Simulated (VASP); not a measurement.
# CdTe (I-4m2) in VASP: settings compared

CdTe is run at these levels: HSE06, PBE; tasks: single point.

Program: VASP 6.6.1. These are calculated values, not measurements. Logs are shortened: lines on timing, memory, paths and dates and some standing lists are left out, and cuts for length are marked.

## Step 1: The cell of the first run

It takes space group I-4m2 (No. 119, tetragonal). Conventional cell: a = 4.916 Å, b = 4.916 Å, c = 6.560 Å, α = 90.00°, β = 90.00°, γ = 90.00°. Cd (site symmetry -4m2) has 4 Te at 2.95 Å within 3.9 Å. Te (site symmetry -4m2) has 4 Cd at 2.95 Å within 3.9 Å.

## Step 2: Single point, HSE06 (biaxial xy strain +6.0%)

The input, POSCAR:

```
CdTe
1.0
    0.0000000000      3.4763673298      3.2799012452
    3.4763673298      0.0000000000      3.2799012452
    3.4763673298      3.4763673298      0.0000000000
Cd Te
1 1
Direct
    0.0000000000      0.0000000000      0.0000000000
    0.2500000000      0.2500000000      0.2500000000
```

The input, INCAR.step1:

```
PREC = Accurate
ENCUT = 520
EDIFF = 1E-5
ISMEAR = 0
SIGMA = 0.01
LREAL = False
LASPH = True
NELM = 80
ALGO = Normal
ISIF = 2
LWAVE = True
LCHARG = False
GGA = PE
NBANDS = 16
```

The input, INCAR.step2:

```
PREC = Accurate
ENCUT = 520
EDIFF = 1E-6
ISMEAR = 0
SIGMA = 0.01
LREAL = False
LASPH = True
NELM = 80
ALGO = Normal
ISIF = 2
LWAVE = False
LCHARG = False
GGA = PE
LHFCALC = True
HFSCREEN = 0.2079
PRECFOCK = Normal
ISTART = 1
NBANDS = 16
```

The input, KPOINTS:

```
Automatic mesh
0
Gamma
  4 4 4
```

Potentials or basis: VASP PAW PBE potentials, release 64 (Cd, Te).

Run with:

```sh
$ cat potpaw_PBE.64/Cd/POTCAR potpaw_PBE.64/Te/POTCAR > POTCAR
$ cp INCAR.step1 INCAR
$ mpirun -np 1 vasp_std > vasp.out
$ cp INCAR.step2 INCAR
$ mpirun -np 1 vasp_std > vasp.out
```

OUTCAR:

```text
PREC = Accurate
   ENCUT = 520
   EDIFF = 1E-6
   ISMEAR = 0
   LREAL = False
   LASPH = True
   NELM = 80
   ISIF = 2
   GGA = PE
   LHFCALC = True
   HFSCREEN = 0.2079
   PRECFOCK = Normal
   ISTART = 1

 ion  position               nearest neighbor table
   1  0.000  0.000  0.000-   2 2.95   2 2.95   2 2.95   2 2.95
   2  0.250  0.250  0.250-   1 2.95   1 2.95   1 2.95   1 2.95

  LATTYP: Found a body centered tetragonal cell.
 ALAT       =     4.9163258256
 C/A-ratio  =     1.3342896145

  Lattice vectors:

 A1 = (   0.0000000000,  -3.4763673298,  -3.2799012452)
 A2 = (   0.0000000000,   3.4763673298,  -3.2799012452)
 A3 = (   3.4763673298,   0.0000000000,   3.2799012452)

Analysis of symmetry for initial positions (statically):
=====================================================================
 Subroutine PRICEL returns:
 Original cell was already a primitive cell.

 Routine SETGRP: Setting up the symmetry group for a
 body centered tetragonal supercell.

 Subroutine GETGRP returns: Found  8 space group operations
 (whereof  8 operations were pure point group operations)
 out of a pool of 16 trial point group operations.

The static configuration has the point symmetry D_2d.

Analysis of symmetry for dynamics (positions and initial velocities):
=====================================================================
 Subroutine PRICEL returns:
 Original cell was already a primitive cell.

 Routine SETGRP: Setting up the symmetry group for a
 body centered tetragonal supercell.

 Subroutine GETGRP returns: Found  8 space group operations
 (whereof  8 operations were pure point group operations)
 out of a pool of 16 trial point group operations.

The dynamic configuration has the point symmetry D_2d.

 Subroutine INISYM returns: Found  8 space group operations
 (whereof  8 operations are pure point group operations),
 and found     1 'primitive' translations

----------------------------------------------------------------------------------------

                                     Primitive cell

  volume of cell :      79.2761

  direct lattice vectors                    reciprocal lattice vectors
     0.000000000  3.476367330  3.279901245    -0.143828299  0.143828299  0.152443614
     3.476367330  0.000000000  3.279901245     0.143828299 -0.143828299  0.152443614
     3.476367330  3.476367330  0.000000000     0.143828299  0.143828299 -0.152443614

  length of vectors
     4.779422767  4.779422767  4.916325826     0.254189329  0.254189329  0.254189329

  position of ions in fractional coordinates (direct lattice)
     0.000000000  0.000000000  0.000000000
     0.250000000  0.250000000  0.250000000

  ion indices of the primitive-cell ions
   primitive index   ion index
                 1           1
                 2           2

----------------------------------------------------------------------------------------

 KPOINTS: Automatic mesh

Automatic generation of k-mesh.
 Grid dimensions read from file:
 generate k-points for:    4    4    4

 Generating k-lattice:

  Cartesian coordinates                     Fractional coordinates (reciprocal lattice)
    -0.035957075  0.035957075  0.038110904     0.250000000  0.000000000  0.000000000
     0.035957075 -0.035957075  0.038110904     0.000000000  0.250000000  0.000000000
     0.035957075  0.035957075 -0.038110904    -0.000000000 -0.000000000  0.250000000

  Length of vectors
     0.063547332  0.063547332  0.063547332

  Shift w.r.t. Gamma in fractional coordinates (k-lattice)
     0.000000000  0.000000000  0.000000000

 Subroutine IBZKPT returns following result:
 ===========================================

 Found     13 irreducible k-points:

 Following reciprocal coordinates:
            Coordinates               Weight
  0.000000  0.000000  0.000000      1.000000
  0.250000 -0.000000  0.000000      8.000000
  0.500000 -0.000000  0.000000      4.000000
  0.250000  0.250000  0.000000      2.000000
  0.500000  0.250000  0.000000      8.000000
 -0.250000  0.250000  0.000000      4.000000
  0.500000  0.500000  0.000000      1.000000
  0.250000  0.000000  0.250000      4.000000
  0.500000 -0.000000  0.250000     16.000000
 -0.250000  0.000000  0.250000      8.000000
 -0.250000  0.500000  0.250000      4.000000
  0.500000  0.000000  0.500000      2.000000
 -0.250000  0.250000  0.500000      2.000000
   k-points           NKPTS =     13   k-points in BZ     NKDIM =     64   number of bands    NBANDS=     16
   number of dos      NEDOS =    301   number of ions     NIONS =      2
   total plane-waves  NPLWV =  51840
   dimension x,y,z NGX =    36 NGY =   36 NGZ =   40
   dimension x,y,z NGXF=    72 NGYF=   72 NGZF=   80
   ions per type =               1   1
   NGX,Y,Z   is equivalent  to a cutoff of  12.52, 12.52, 13.53 a.u.
   NGXF,Y,Z  is equivalent  to a cutoff of  25.04, 25.04, 27.05 a.u.
 SYSTEM =  unknown system
   PREC   = accura    normal or accurate (medium, high low for compatibility)
   ISTART =      1    job   : 0-new  1-cont  2-samecut
   ICHARG =      0    charge: 1-file 2-atom 10-const
   ISPIN  =      1    spin polarized calculation?
   LNONCOLLINEAR =      F non collinear calculations
   LSORBIT =      F    spin-orbit coupling
   LASPH  =      T    aspherical Exc in radial PAW
   ENCUT  =  520.0 eV  38.22 Ry    6.18 a.u.   8.89  8.89  9.14*2*pi/ulx,y,z
   NELM   =     80;   NELMIN=  2; NELMDL=  0     # of ELM steps
   EDIFF  = 0.1E-05   stopping-criterion for ELM
   LREAL  =      F    real-space projection
   EDIFFG = 0.1E-04   stopping-criterion for IOM
   NSW    =      0    number of steps for IOM
   IBRION =     -1    ionic relax: 0-MD 1-quasi-New 2-CG
   NFREE  =      0    steps in history (QN), initial steepest desc. (CG)
   ISIF   =      2    stress and relaxation
   ISYM   =      3    0-nonsym 1-usesym 2-fastsym
   POTIM  = 0.5000    time-step for ionic-motion
   TEBEG  =    0.0;   TEEND  =   0.0 temperature during run
   PSTRESS=    0.0 pullay stress
   NELECT =      18.0000    total number of electrons
   NUPDOWN=      -1.0000    fix difference up-down
   EMIN   =  10.00;   EMAX   =-10.00  energy-range for DOS
   EFERMI =   0.00;   METHOD = LEGACY
   ISMEAR =     0;   SIGMA  =   0.01  broadening in eV -4-tet -1-fermi 0-gaus
   EFERMI_NEDOS =   21; number of points for ismear=-14 and -15
   IALGO  =     38    algorithm
   IMIX   =      1    mixing-type and parameters
     AMIX     =   0.40;   BMIX     =  1.00
     AMIX_MAG =   1.60;   BMIX_MAG =  1.00
  volume/ion in A,a.u.               =      39.64       267.49
  Fermi-wavevector in a.u.,A,eV,Ry     =   0.998738  1.887341 13.571511  0.997478
  Thomas-Fermi vector in A             =   2.130982
   LORBIT       =      0    0 simple, 1 ext, 2 COOP (PROOUT), +10 PAW based schemes
   GGA     = PE    functional components
   LHFCALC =     T    Hartree Fock is set to
   PRECFOCK=normal    Normal, Fast or Accurate (Low or Medium for compatibility)
   ENCUT4O =  -1.0   cutoff for four orbital integrals eV
   NKREDX  =     1    reduce k-point grid by
   NKREDY  =     1    reduce k-point grid by
   NKREDZ  =     1    reduce k-point grid by
   AEXX    =    0.2500 exact exchange contribution
   HFSCREEN=    0.2079 screening length (either q_TF or 0.3 A-1)
   HFSCREENC=   0.2079 screening length for correlation (either q_TF or 0.3 A-1)
   ENCUTFOCK=  -1.0 apply spherical cutoff to Coloumb kernel
   IVDW    =     0    specifies the selected vdW correction
   LEPSILON=     F    determine dielectric tensor
   LRPA    =     F    only Hartree local field effects (RPA)
 non-spin polarized calculation
 Gauss-broadening in eV      SIGMA  =   0.01
  energy-cutoff  :      520.00
  volume of cell :       79.28
 maximum number of plane-waves:      2152
  NGX = 28; NGY = 28; NGZ = 28

 number of electron      18.0000001 magnetization

 Free energy of the ion-electron system (eV)
  ---------------------------------------------------
  ext. energy  EPLUGINS =         0.00000000
  ---------------------------------------------------
  free energy    TOTEN  =        -5.88717622 eV

  energy without entropy =       -5.88717622  energy(sigma->0) =       -5.88717622

 E-fermi :   0.7805     XC(G=0):  -6.6454

 val. band max:        0.7107393761   @ k =   0.0000   0.0000   0.0000
 cond. band min:       1.6617316938   @ k =   0.0000   0.0000   0.0000
 fundamental gap:      0.9509923177
 Fermi energy:         0.7805069500

 k-point     1 :       0.0000    0.0000    0.0000
  band No.  band energies     occupation
      1     -10.7096      2.00000
      2      -8.6509      2.00000
      3      -8.6509      2.00000
      4      -8.6391      2.00000
      5      -8.4840      2.00000
      6      -8.4809      2.00000
[... 8 lines left out ...]
     15      10.2511      0.00000
     16      10.8992      0.00000

 k-point     2 :       0.2500   -0.0000    0.0000
  band No.  band energies     occupation
      1     -10.5786      2.00000
      2      -8.6298      2.00000
      3      -8.6217      2.00000
      4      -8.4932      2.00000
      5      -8.4787      2.00000
      6      -8.4500      2.00000
[... 8 lines left out ...]
     15       9.7269      0.00000
     16      10.1164      0.00000

 k-point     3 :       0.5000   -0.0000    0.0000
  band No.  band energies     occupation
      1     -10.4615      2.00000
      2      -8.6133      2.00000
      3      -8.6036      2.00000
      4      -8.4859      2.00000
      5      -8.4712      2.00000
      6      -8.1505      2.00000
[... 8 lines left out ...]
     15      11.3355      0.00000
     16      11.7515      0.00000

 k-point     4 :       0.2500    0.2500    0.0000
  band No.  band energies     occupation
      1     -10.5320      2.00000
      2      -8.6047      2.00000
      3      -8.6047      2.00000
      4      -8.5261      2.00000
      5      -8.4695      2.00000
      6      -8.3712      2.00000
[... 8 lines left out ...]
     15      10.8826      0.00000
     16      11.9451      0.00000
[... 115 lines left out ...]
 k-point    11 :      -0.2500    0.5000    0.2500
  band No.  band energies     occupation
      1     -10.3923      2.00000
      2      -8.5809      2.00000
      3      -8.5621      2.00000
      4      -8.5057      2.00000
      5      -8.4760      2.00000
      6      -7.9641      2.00000
[... 8 lines left out ...]
     15      12.3317      0.00000
     16      12.4551      0.00000

 k-point    12 :       0.5000    0.0000    0.5000
  band No.  band energies     occupation
      1     -10.3945      2.00000
      2      -8.5606      2.00000
      3      -8.5445      2.00000
      4      -8.5249      2.00000
      5      -8.4686      2.00000
      6      -8.0445      2.00000
[... 8 lines left out ...]
     15      11.8038      0.00000
     16      12.5685      0.00000

 k-point    13 :      -0.2500    0.2500    0.5000
  band No.  band energies     occupation
      1     -10.3967      2.00000
      2      -8.5724      2.00000
      3      -8.5702      2.00000
      4      -8.4932      2.00000
      5      -8.4849      2.00000
      6      -7.9950      2.00000
[... 8 lines left out ...]
     15      11.7289      0.00000
     16      12.0781      0.00000

------------------------ aborting loop because EDIFF is reached ----------------------------------------

  FORCE on cell =-STRESS in cart. coord.  units (eV):
  Direction    XX          YY          ZZ          XY          YZ          ZX
  --------------------------------------------------------------------------------------
  -------------------------------------------------------------------------------------
  Total       -1.8793147     -1.8793147     -1.3346955      0.0000000      0.0000000      0.0000000
  in kB      -37.9811405    -37.9811405    -26.9743315      0.0000000      0.0000000      0.0000000
  external PRESSURE =     -34.3122042 kB  Pullay stress =       0.0000000 kB

 VOLUME and BASIS-vectors are now :
 -----------------------------------------------------------------------------
  energy-cutoff  :      520.00
  volume of cell :       79.28
      direct lattice vectors                 reciprocal lattice vectors
     0.000000000  3.476367330  3.279901245    -0.143828299  0.143828299  0.152443614
     3.476367330  0.000000000  3.279901245     0.143828299 -0.143828299  0.152443614
     3.476367330  3.476367330  0.000000000     0.143828299  0.143828299 -0.152443614

 POSITION                                       TOTAL-FORCE (eV/Angst)
 -----------------------------------------------------------------------------------
      0.00000      0.00000      0.00000         0.000000     -0.000000     -0.000000
      1.73818      1.73818      1.63995         0.000000      0.000000      0.000000
 -----------------------------------------------------------------------------------
    total drift:                               -0.000000      0.000001     -0.000014

  FREE ENERGIE OF THE ION-ELECTRON SYSTEM (eV)
  ---------------------------------------------------
  free  energy   TOTEN  =        -5.8871762151 eV

  energy  without entropy=       -5.8871762151  energy(sigma->0) =       -5.88717622
```

Wall time 11 min (1 thread of Intel Xeon Platinum 8488C (Sapphire Rapids), shared host); peak memory 0.34 GiB.

What came out:

```yaml
Free_energy: -5.8872 eV
Pressure: -3.4 GPa
Band_gap_on_the_k_mesh: 0.95 eV, direct
```

Caveat: the cell differs from its parent crystal (biaxial xy strain +6.0%); the PAW data sets were made with another functional, which shifts forces and pressure a little; spin-orbit coupling is left out, which moves the levels of the heavy elements.

## Step 3: Single point, PBE (epitaxial xy strain -5.8%)

The input, INCAR:

```
PREC = Accurate
ENCUT = 500
EDIFF = 1E-6
ISMEAR = 0
SIGMA = 0.01
LREAL = False
LASPH = True
NELM = 120
ALGO = Normal
ISIF = 2
LWAVE = False
LCHARG = True
GGA = PE
LELF = True
LVHAR = True
NBANDS = 16
GGA_COMPAT = False
```

The input, KPOINTS:

```
regular mesh
0
Gamma
  4 4 4
```

The input, POSCAR:

```
CdTe
1.0
    0.0000000000      3.0886830026      3.5230891775
    3.0886830026      0.0000000000      3.5230891775
    3.0886830026      3.0886830026      0.0000000000
Cd Te
1 1
Direct
    0.0000000000      0.0000000000      0.0000000000
    0.2500000000      0.2500000000      0.2500000000
```

Potentials or basis: VASP PAW PBE potentials, release 64 (Cd, Te).

Run with:

```sh
$ cat potpaw_PBE.64/Cd/POTCAR potpaw_PBE.64/Te/POTCAR > POTCAR
$ mpirun -np 1 vasp_std > vasp.out
```

Wall time 8.5 s (1 thread of Intel Xeon 6975P-C (Granite Rapids), shared host); peak memory 0.18 GiB.

It converged, with:

```
Free energy            : -4.6533 eV
Pressure               : 3.2 GPa
Band gap on the k mesh : 0.54 eV, direct
```

Stress tensor (GPa, compression positive):
```
4.09 0.00 0.00
0.00 4.09 0.00
0.00 0.00 1.51
```

Levels at points of the mesh, in eV from the valence-band top:
```tsv
k point	band 6	band 7	band 8	band 9	band 10	band 11	band 12	band 13
(0.00, 0.00, 0.00)	-8.25	-0.56	0.00	0.00	0.54	4.48	4.48	4.52
(0.50, 0.00, 0.00)	-7.90	-4.63	-1.30	-0.59	1.48	4.84	5.43	7.00
(0.50, 0.50, 0.00)	-7.91	-4.94	-1.65	-1.65	2.80	3.15	8.02	8.98
(0.50, 0.00, 0.50)	-7.69	-4.29	-2.31	-2.12	2.18	2.24	8.17	8.73
```

Caveat: the k points lie up to 0.42 Å⁻¹ apart; the cell differs from its parent crystal (epitaxial xy strain -5.8%); spin-orbit coupling is left out, which moves the levels of the heavy elements.
